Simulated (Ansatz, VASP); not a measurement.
This is a calculation of CdS for Ansatz 0.2.0.

The input input.yaml:

```yaml
crystal:
  lattice:
    - [0.0, 2.8969255847, 2.8969255847]
    - [2.8969255847, 0.0, 2.8969255847]
    - [2.8969255847, 2.8969255847, 0.0]
  atoms:
    - { symbol: Cd, position: [0.0, 0.0, 0.0] }
    - { symbol: S, position: [0.75, 0.75, 0.75] }
hamiltonian:
  xc: blyp
  pseudopotentials: { kind: paw }
  dispersion: d4
kpoints:
  mp_grid: { grid: [8, 8, 8] }
scf:
  occupations: { method: fermi_dirac, width: 0.05 }
output:
  forces: true
  stress: true
  eigenvalues: true
```

Potentials or basis: Ansatz PAW.

Command:

```sh
$ ansatz run input.yaml --threads 2 --pin off --max-ram 5120MiB --backend cpu --events-out ev --progress --plain --runs-dir out
```

Question: Set up the same calculation for VASP 6.6.1. Potentials there: VASP PAW PBE potentials, release 64 (Cd_sv_GW, S).

Answer: As run (the cutoff follows the program's own potentials):

INCAR

```
PREC = Accurate ; ENCUT = 540
EDIFF = 1E-6 ; ISMEAR = -1
SIGMA = 0.05 ; LREAL = F
LASPH = T ; NELM = 120
ALGO = Normal ; ISIF = 2
LWAVE = F ; LCHARG = F
GGA = B5 ; ALDAX = 1.0
AGGAX = 1.0 ; AGGAC = 1.0
ALDAC = 0.0 ; IVDW = 13
VDW_S6 = 1.0 ; VDW_S8 = 2.34076671
VDW_A1 = 0.44488865 ; VDW_A2 = 4.0933009
NBANDS = 20 ; GGA_COMPAT = F
```

The input KPOINTS:

```
regular mesh
0
Gamma
  8 8 8
```

The input POSCAR:

```
CdS
1.0
    0.0000000000      2.8969255847      2.8969255847
    2.8969255847      0.0000000000      2.8969255847
    2.8969255847      2.8969255847      0.0000000000
Cd S
1 1
Direct
    0.0000000000      0.0000000000      0.0000000000
    0.7500000000      0.7500000000      0.7500000000
```

Potentials or basis: VASP PAW PBE potentials, release 64 (Cd_sv_GW, S).

Command:

```console
$ cat potpaw_PBE.64/Cd_sv_GW/POTCAR potpaw_PBE.64/S/POTCAR > POTCAR
$ mpirun -np 1 vasp_std > vasp.out
```

Both were run:

|  | VASP | Ansatz | Ansatz less VASP |
| --- | --- | --- | --- |
| gap on the k mesh at the Fermi level (eV) | 1.17 | 1.14 | -0.024 |
| least direct gap on the mesh (eV) | 1.17 | 1.14 | -0.024 |
| pressure (GPa) | 2.1 | 3.0 | +0.92 |

VASP's potentials were made for PBE, not for BLYP.
